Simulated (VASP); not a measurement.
Here is a VASP 6.6.1 calculation.

The input INCAR:

```
PREC = Accurate
ENCUT = 600
EDIFF = 1E-6
ISMEAR = -1
SIGMA = 0.05
LREAL = False
LASPH = True
NELM = 80
ALGO = Normal
ISIF = 3
LWAVE = False
LCHARG = False
GGA = PE
IBRION = 2
NSW = 100
EDIFFG = -0.005
```

The input KPOINTS:

```
regular mesh
0
Gamma
  16 16 16
```

POSCAR

```
B
1.0
    0.0000000000      2.2322827293      2.2322827293
    2.2322827293      0.0000000000      2.2322827293
    2.2322827293      2.2322827293      0.0000000000
B
2
Direct
    0.0000000000      0.0000000000      0.0000000000
    0.2500000000      0.2500000000      0.2500000000
```

Potentials or basis: VASP PAW PBE potentials, release 64 (B).

Command:

```console
$ cat potpaw_PBE.64/B/POTCAR > POTCAR
$ mpirun -np 1 vasp_std > vasp.out
```

(1) Estimate the relaxed volume.

(2) Estimate the space group after relaxing (to 0.05 Å).

Answers

(1) 8.32 Å³/atom.

(2) Fd-3m (No. 227).

Caveat: the volume moved by over 15 % at a fixed basis, so the end points are rough.
